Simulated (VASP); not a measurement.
Input of a VASP 6.6.1 run:

The input INCAR:

```
PREC = Accurate
ENCUT = 600
EDIFF = 1E-6
ISMEAR = 0
SIGMA = 0.1
LREAL = False
LASPH = True
NELM = 120
ALGO = Normal
ISIF = 2
LWAVE = False
LCHARG = False
GGA = CA
NBANDS = 11
GGA_COMPAT = False
```

KPOINTS

```
regular mesh
0
Gamma
  10 10 10
```

Contents of POSCAR:

```
BN
1.0
    0.0000000000      1.7900533639      1.7900533639
    1.7900533639      0.0000000000      1.7900533639
    1.7900533639      1.7900533639      0.0000000000
B N
1 1
Direct
    0.0000000000      0.0000000000      0.0000000000
    0.2500000000      0.2500000000      0.2500000000
```

Potentials or basis: VASP PAW LDA potentials, release 64 (B, N).

The run is started by

```console
$ cat potpaw_LDA.64/B/POTCAR potpaw_LDA.64/N/POTCAR > POTCAR
$ mpirun -np 1 vasp_std > vasp.out
```

(1) Predict the pressure.

(2) Predict the band gap on the k mesh.

## Answers

(1) 0.9 GPa.

(2) 4.38 eV (least direct gap 8.82 eV).
